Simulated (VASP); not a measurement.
# MoS2 (P6_3/mmc) in VASP: a series of runs, part 2 of 2

VASP 6.6.1. Earlier steps stand in the parts before.

## Step 3: Single point, PBEsol

This run uses another cell than the first one, of the same volume but with other edges.

Contents of INCAR:

```
ALGO = Normal
EDIFF = 1E-6
ENCUT = 520
GGA = PS
ISIF = 2
ISMEAR = 1
LASPH = T
LCHARG = F
LREAL = F
LWAVE = F
NBANDS = 35
NELM = 100
PREC = Accurate
SIGMA = 0.116
```

Contents of KPOINTS:

```
k-points
0
Gamma
  12 12 2
```

Contents of POSCAR:

```
MoS2
1.0
    3.2359000000      0.0000000000      0.0000000000
   -1.6179500000      2.8023716041      0.0000000000
    0.0000000000      0.0000000000     12.5702639933
Mo S
2 4
Direct
    0.3333333333      0.6666666667      0.2500000000
    0.6666666667      0.3333333333      0.7500000000
    0.3333333333      0.6666666667      0.6259932117
    0.6666666667      0.3333333333      0.1259932117
    0.3333333333      0.6666666667      0.8740067883
    0.6666666667      0.3333333333      0.3740067883
```

Potentials or basis: VASP PAW PBE potentials, release 64 (Mo_sv, S).

The run is started by

```sh
cat potpaw_PBE.64/Mo_sv/POTCAR potpaw_PBE.64/S/POTCAR > POTCAR
mpirun -np 1 vasp_std > vasp.out
```

Run time: 50 s. Hardware: 1 thread of Intel Xeon 6975P-C (Granite Rapids), shared host; peak memory 0.29 GiB.

The run converged. Its results:

- Free energy: -46.7142 eV
- Pressure: -7.7 GPa
- Largest force: 0.557 eV/Å
- Band gap on the k mesh: 0.81 eV, indirect (least direct gap 1.47 eV)

Forces on the atoms (eV/Å):
```
Mo   0.000  0.000  0.000
Mo   0.000  0.000  0.000
S    0.000  0.000  0.557
S    0.000  0.000  0.557
S    0.000  0.000 -0.557
S    0.000  0.000 -0.557
```

Stress tensor (GPa, compression positive):
```
-9.02  0.00  0.00
 0.00 -9.02  0.00
 0.00  0.00 -5.04
```

Levels at points of the mesh, in eV from the valence-band top:
| k point | band 23 | band 24 | band 25 | band 26 | band 27 | band 28 | band 29 | band 30 |
| --- | --- | --- | --- | --- | --- | --- | --- | --- |
| (0.00, 0.00, 0.00) | -2.22 | -1.20 | -0.95 | 0.00 | 1.94 | 1.94 | 1.96 | 1.96 |
| (0.50, 0.00, 0.00) | -1.83 | -1.67 | -1.37 | -1.25 | 1.38 | 1.41 | 1.81 | 1.99 |
| (0.00, 0.00, 0.50) | -2.24 | -2.24 | -0.24 | -0.24 | 1.94 | 1.94 | 1.94 | 1.94 |
| (0.50, 0.00, 0.50) | -1.75 | -1.75 | -1.30 | -1.30 | 1.39 | 1.39 | 1.91 | 1.91 |

Caveat: the PAW data sets were made with another functional, which shifts forces and pressure a little; this functional lacks dispersion, which binds the layers, so the pressure and a relaxed spacing across them are unreliable. A k mesh can miss the band edges.

## Step 4: Single point, PBEsol

This run uses another cell than the first one, of the same volume but with other edges.

Contents of INCAR:

```
SYSTEM = MoS2
PREC     = Accurate       ! precision mode
ENCUT    = 520            ! plane-wave cutoff, eV
EDIFF    = 1E-7           ! SCF threshold, eV
ISMEAR   = 1              ! smearing method
SIGMA    = 0.161          ! smearing width, eV
LREAL    = .False.        ! projectors in reciprocal space
LASPH    = .True.         ! aspherical terms in the spheres
NELM     = 60             ! most SCF steps
ALGO     = Normal         ! electronic algorithm
ISIF     = 2              ! what is computed and relaxed
LWAVE    = .False.        ! write WAVECAR
LCHARG   = .False.        ! write CHGCAR
GGA      = PS             ! functional
NBANDS   = 35             ! bands
```

Contents of KPOINTS:

```
regular mesh
0
Gamma
  12 12 2
  0 0 0
```

Edit POSCAR of step 3 so:

```diff
@@ -2,5 +2,5 @@
 1.0
-    3.2359000000      0.0000000000      0.0000000000
-   -1.6179500000      2.8023716041      0.0000000000
-    0.0000000000      0.0000000000     12.5702639933
+    3.1731000000      0.0000000000      0.0000000000
+   -1.5865500000      2.7479852087      0.0000000000
+    0.0000000000      0.0000000000     13.0731000000
 Mo S
```

Potentials or basis: VASP PAW PBE potentials, release 64 (Mo_sv, S).

The run is started by

```sh
cat potpaw_PBE.64/Mo_sv/POTCAR potpaw_PBE.64/S/POTCAR > POTCAR
mpirun -np 1 vasp_std > vasp.out
```

OUTCAR:

```text
SYSTEM = MoS2
   PREC = Accurate
   ENCUT = 520
   EDIFF = 1E-7
   ISMEAR = 1
   LREAL = .False.
   LASPH = .True.
   NELM = 60
   ISIF = 2
   GGA = PS

 ion  position               nearest neighbor table
   1  0.333  0.667  0.250-   4 2.45   6 2.45   4 2.45   6 2.45   4 2.45   6 2.45
   2  0.667  0.333  0.750-   3 2.45   5 2.45   3 2.45   5 2.45   3 2.45   5 2.45
   3  0.333  0.667  0.626-   2 2.45   2 2.45   2 2.45
   4  0.667  0.333  0.126-   1 2.45   1 2.45   1 2.45
   5  0.333  0.667  0.874-   2 2.45   2 2.45   2 2.45
   6  0.667  0.333  0.374-   1 2.45   1 2.45   1 2.45

[... 1121 lines left out ...]
  -------------------------------------------------------------------------------------
  Total       -4.5099457     -4.5099457     -8.4825039      0.0000000      0.0000000      0.0000000
  in kB      -63.3877246    -63.3877246   -119.2224154      0.0000000      0.0000000      0.0000000
  external PRESSURE =     -81.9992882 kB  Pullay stress =       0.0000000 kB

 VOLUME and BASIS-vectors are now :
 -----------------------------------------------------------------------------
  energy-cutoff  :      520.00
  volume of cell :      113.99
      direct lattice vectors                 reciprocal lattice vectors
     3.173100000  0.000000000  0.000000000     0.315149223  0.181951489  0.000000000
    -1.586550000  2.747985209  0.000000000     0.000000000  0.363902978  0.000000000
     0.000000000  0.000000000 13.073100000     0.000000000  0.000000000  0.076492951

 POSITION                                       TOTAL-FORCE (eV/Angst)
 -----------------------------------------------------------------------------------
     -0.00000      1.83199      3.26828        -0.000000      0.000000      0.000000
      1.58655      0.91600      9.80483         0.000000     -0.000000      0.000000
     -0.00000      1.83199      8.18367         0.000000     -0.000000      1.255342
      1.58655      0.91600      1.64712        -0.000000      0.000000      1.255342
     -0.00000      1.83199     11.42598         0.000000     -0.000000     -1.255342
      1.58655      0.91600      4.88943        -0.000000      0.000000     -1.255342
 -----------------------------------------------------------------------------------
    total drift:                               -0.000000      0.000000     -0.000000

  FREE ENERGIE OF THE ION-ELECTRON SYSTEM (eV)
  ---------------------------------------------------
  free  energy   TOTEN  =       -46.6925403115 eV

  energy  without entropy=      -46.6932473945  energy(sigma->0) =      -46.69277601
```

stdout:

```text
POSCAR found type information on POSCAR MoS
 POSCAR found :  2 types and       6 ions
 scaLAPACK will be used
 -----------------------------------------------------------------------------
|                                                                             |
|                                                                             |
|     You enforced a specific xc type in the INCAR file but a different       |
|     I HOPE YOU KNOW WHAT YOU ARE DOING!                                     |
|                                                                             |
 -----------------------------------------------------------------------------

 LDA part: xc-table for (Slater+PW92), standard interpolation
 POSCAR, INCAR and KPOINTS ok, starting setup
 FFT: planning ... GRIDC
 FFT: planning ... GRID_SOFT
 FFT: planning ... GRID
 WAVECAR not read
 entering main loop
```

Wall time 54 s (1 thread of Intel Xeon 6975P-C (Granite Rapids), shared host); peak memory 0.29 GiB.

What came out:

- Free energy: -46.6925 eV
- Pressure: -8.2 GPa
- Largest force: 1.255 eV/Å
- Band gap on the k mesh: 1.12 eV, indirect (least direct gap 1.75 eV)

Forces on the atoms (eV/Å):
```
Mo   0.000  0.000  0.000
Mo   0.000  0.000  0.000
S    0.000  0.000  1.255
S    0.000  0.000  1.255
S    0.000  0.000 -1.255
S    0.000  0.000 -1.255
```

Caveat: the PAW data sets were made with another functional, which shifts forces and pressure a little; this functional lacks dispersion, which binds the layers, so the pressure and a relaxed spacing across them are unreliable.

## Step 5: The runs side by side

```tsv
cell	smearing	gap on the mesh (eV)	pressure (GPa)	largest force (eV/Å)
a = 3.267, b = 3.267, c = 12.319 Å, angles 90.0, 90.0, 120.0°, 6 atoms	methfessel-paxton 0.0644 eV	0.46	-7.3	0.18
a = 3.236, b = 3.236, c = 12.570 Å, angles 90.0, 90.0, 120.0°, 6 atoms	methfessel-paxton 0.116 eV	0.81	-7.7	0.56
a = 3.173, b = 3.173, c = 13.073 Å, angles 90.0, 90.0, 120.0°, 6 atoms	methfessel-paxton 0.161 eV	1.12	-8.2	1.26
```

Alike in all rows: task single point; level PBEsol; potentials or basis VASP PAW PBE potentials, release 64 (Mo_sv, S); no spin polarisation; k mesh 12 × 12 × 2; cutoff (eV) 520.

Caveats: the PAW data sets were made with another functional, which shifts forces and pressure a little; this functional lacks dispersion, which binds the layers, so the pressure and a relaxed spacing across them are unreliable.

Total energies depend on the potentials used, so only differences within one code and one set of settings carry meaning.
